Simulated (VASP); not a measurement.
Na2Cl: single point with LDA

Crystal: Na2Cl.

```
Na Cl
1.0
     1.87847    1.08454    6.49346
    -1.87847    1.08454    6.49346
     0.00000   -2.16908    6.49346
Na Cl
2 1
Direct
  0.75278 0.75278 0.75278
  0.24722 0.24722 0.24722
  0.00000 0.00000 0.00000
```

| Property | Result |
| --- | --- |
| Program | VASP 6.6.1 |
| Task | single point |
| Functional | LDA |
| Potentials or basis | VASP PAW LDA potentials, release 64 (Na_pv, Cl) |
| Cutoff | 520 eV |
| k mesh | 9 × 9 × 9 |
| Occupations | gaussian, width 0.1 eV |
| Spin | no spin polarisation |
| Dipole correction | no |
| Further INCAR settings | ALGO = Normal; EDIFF = 1e-06; NBANDS = 18 |

The pressure is 0.0 GPa and the largest force is 0.005 eV/Å.

Forces in eV/Å, atoms in the order of the input:
```
Na   0.000  0.000  0.005
Na   0.000  0.000 -0.005
Cl   0.000  0.000  0.000
```

Levels at points of the mesh, in eV from the Fermi level:
| k point | band 8 | band 9 | band 10 | band 11 | band 12 | band 13 | band 14 | band 15 |
| --- | --- | --- | --- | --- | --- | --- | --- | --- |
| (0.00, 0.00, 0.00) | -5.95 | -4.38 | -4.38 | -2.31 | 2.66 | 3.08 | 7.24 | 7.24 |

It took 3.8 min on 1 thread of AMD EPYC 9R45 96-Core Processor (Zen 5), with other jobs on the host, peak memory 0.31 GiB.

Caveat: an odd number of electrons without spin polarisation forces a metal; a magnetic or distorted state may lie lower.
